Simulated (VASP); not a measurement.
Crystal: TaN.

```
Ta N
1.0
     2.93800    0.00000    0.00000
    -1.46900    2.54438    0.00000
     0.00000    0.00000    2.88300
Ta N
1 1
Direct
  0.33333 0.66667 0.50000
  0.00000 0.00000 0.00000
```

- Program: VASP 6.6.1
- Task: relaxation of cell and atoms
- Functional: BLYP
- Potentials or basis: VASP PAW PBE potentials, release 64 (Ta_pv, N)
- Cutoff: 600 eV
- k mesh: 10 × 10 × 9
- Occupations: fermi-dirac, width 0.05 eV
- Spin: no spin polarisation

At the start: pressure 17.8 GPa; volume 10.78 Å³/atom.

Task: How do energy, volume and symmetry change on relaxing?

Result: Over 10 steps the energy falls by 30.2 meV/atom and the volume is 11.34 Å³/atom (+5.3 %); space group P-6m2 (No. 187, to 0.05 Å).

The path:
| step | energy change (eV) | largest force (eV/Å) | pressure (GPa) | volume (Å³) |
| --- | --- | --- | --- | --- |
| 1 | 0.0000 | 0.0000 | 17.84 | 21.55 |
| 2 | 0.2182 | 0.0000 | -28.11 | 25.52 |
| 3 | -0.0601 | 0.0000 | -0.66 | 22.73 |
| 4 | -0.0602 | 0.0000 | -0.07 | 22.68 |
| 5 | -0.0602 | 0.0000 | 0.27 | 22.66 |
| 6 | -0.0603 | 0.0000 | 0.24 | 22.67 |
| 7 | -0.0603 | 0.0000 | 0.26 | 22.67 |
| 8 | -0.0603 | 0.0000 | 0.26 | 22.67 |
| 9 | -0.0603 | 0.0000 | -0.35 | 22.72 |
| 10 | -0.0603 | 0.0000 | -0.02 | 22.69 |

Final structure:
```
Ta N
1.0
     2.98846    0.00000    0.00000
    -1.49423    2.58808    0.00000
     0.00000    0.00000    2.93306
Ta N
1 1
Cartesian
  0.0000 1.7254 1.4665
  0.0000 0.0000 0.0000
```

Caveat: the PAW data sets were made with another functional, which shifts forces and pressure a little.
